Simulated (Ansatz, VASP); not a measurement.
# SbPt: VASP beside Ansatz

```xyz
4
Lattice="4.1815 0.0000 0.0000 -2.0907 3.6213 0.0000 0.0000 0.0000 5.5192" Properties=species:S:1:pos:R:3 pbc="T T T"
Sb    0.0000    2.4142    1.3798
Sb    2.0907    1.2071    4.1394
Pt    0.0000    0.0000    0.0000
Pt    0.0000    0.0000    2.7596
```

Alike in both runs: functional r2SCAN; k mesh 12 × 12 × 8; occupations gaussian, width 0.1 eV; no spin polarisation.

Ansatz relaxed the structure, and its values are those at the end. VASP's run is a single point on that final structure, the one shown.

```csv
,VASP,Ansatz
version,VASP 6.6.1,Ansatz 0.2.0
potentials or method,"VASP PAW PBE potentials, release 64 (Sb, Pt), cutoff 520 eV","scalar-relativistic, plane waves, PAW"
valence electrons in the cell,30,66
```

|  | VASP | Ansatz | Ansatz less VASP |
| --- | --- | --- | --- |
| gap on the k mesh at the Fermi level (eV) | none | none | - |
| pressure (GPa) | -0.1 | 0.0 | +0.11 |

VASP's potentials were made for PBE, not for r2SCAN. A gap of «none» marks a metal or a gap that the smearing closes. The functional is the same, so the differences come from potentials, cutoffs and numerics. VASP's potentials hold 30 valence electrons a cell and Ansatz's 66, so a difference there can come from the potentials and not from the codes.

Spin-orbit coupling is off throughout.
